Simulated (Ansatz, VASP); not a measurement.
# Two plane-wave programs on Re

```
CELL_PARAMETERS angstrom
2.74951 0.00000 0.00000
-1.37475 2.38114 0.00000
0.00000 0.00000 11.13258
ATOMIC_POSITIONS crystal
Re 0.00000 0.00000 0.00060
Re 0.33333 0.66667 0.20063
Re 0.00000 0.00000 0.39937
Re 0.33333 0.66667 0.59940
Re 0.66667 0.33333 0.80000
```

Alike in both runs: functional PBEsol; k mesh 18 × 18 × 4; occupations gaussian, width 0.1 eV; no spin polarisation.

Ansatz relaxed the structure, and its values are those at the end. VASP's run is a single point on that final structure, the one shown.

|  | VASP | Ansatz |
| --- | --- | --- |
| version | VASP 6.6.1 | Ansatz 0.2.0 |
| potentials or method | VASP PAW PBE potentials, release 64 (Re), cutoff 520 eV | scalar-relativistic, plane waves, PAW |
| valence electrons in the cell | 35 | 75 |

```tsv
	VASP	Ansatz	Ansatz less VASP
gap on the k mesh at the Fermi level (eV)	none	none	-
pressure (GPa)	0.0	0.0	0.00
```

VASP's potentials were made for PBE, not for PBEsol. A gap of «none» marks a metal or a gap that the smearing closes. VASP's potentials hold 35 valence electrons a cell and Ansatz's 75, so a difference there can come from the potentials and not from the codes.

Neither program's run includes spin-orbit coupling.
